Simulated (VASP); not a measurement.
A run of VASP 6.6.1 is set up as follows.

Contents of INCAR:

```
PREC = Accurate
ENCUT = 520
EDIFF = 1E-8
ISMEAR = -1
SIGMA = 0.03
LREAL = False
LASPH = True
NELM = 100
ALGO = Normal
ISIF = 2
LWAVE = False
LCHARG = False
LEFG = True
NBANDS = 16
```

KPOINTS

```
Automatic mesh
0
Gamma
  8 8 8
```

Contents of POSCAR:

```
CdSe
1.0
    0.0000000000      3.1304878824      3.1304878824
    3.1304878824      0.0000000000      3.1304878824
    3.1304878824      3.1304878824      0.0000000000
Cd Se
1 1
Direct
    0.0000000000      0.0000000000      0.0000000000
    0.2500000000      0.2500000000      0.2500000000
```

Potentials or basis: VASP PAW LDA potentials, release 64 (Cd, Se).

The run is started by

```bash
$ cat potpaw_LDA.64/Cd/POTCAR potpaw_LDA.64/Se/POTCAR > POTCAR
$ mpirun -np 1 vasp_std > vasp.out
```

**Question.** Estimate the pressure.

**Answer.** -5.1 GPa.

**Question.** Estimate the band gap on the k mesh.

**Answer.** 0.19 eV, direct.

Caveat: without QUAD_EFG the Cq values of the log hold for a quadrupole moment of 1 mb, not for the nuclei.
